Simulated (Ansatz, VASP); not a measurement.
## KF: VASP beside Ansatz

```
K F
1.0
     3.29154    0.00000    0.00000
     0.00000    3.29154    0.00000
     0.00000    0.00000    3.25895
K F
1 1
Direct
  0.00000 0.00000 0.00000
  0.50000 0.50000 0.50000
```

Change from the starting cell: x and y stretched by +1 %, z held, crystal datasets.

Alike in both runs: task electric field gradients; functional LDA; k mesh 9 × 9 × 9; occupations fermi-dirac, width 0.02 eV; no spin polarisation.

|  | VASP | Ansatz |
| --- | --- | --- |
| version | VASP 6.6.1 | Ansatz 0.2.0 |
| potentials or method | VASP PAW LDA potentials, release 64 (K_sv, F), cutoff 520 eV | all-electron PAW with datasets made for the crystal, scalar-relativistic |

|  | VASP | Ansatz | Ansatz less VASP |
| --- | --- | --- | --- |
| gap on the k mesh at the Fermi level (eV) | 5.77 | 5.77 | +0.006 |
| pressure (GPa) | -6.1 | -6.1 | -0.04 |
| traceless stress, the component that is largest in VASP (GPa) | 0.53 | 0.53 | -0.002 |
| size of Vzz on the site where it differs most (V/Å²) | 1.9 | 1.8 | -0.04 |

LDA's correlation is that of Perdew and Zunger in VASP and of Perdew and Wang (1992) in Ansatz. Ansatz ran all-electron here, and VASP with PAW potentials.
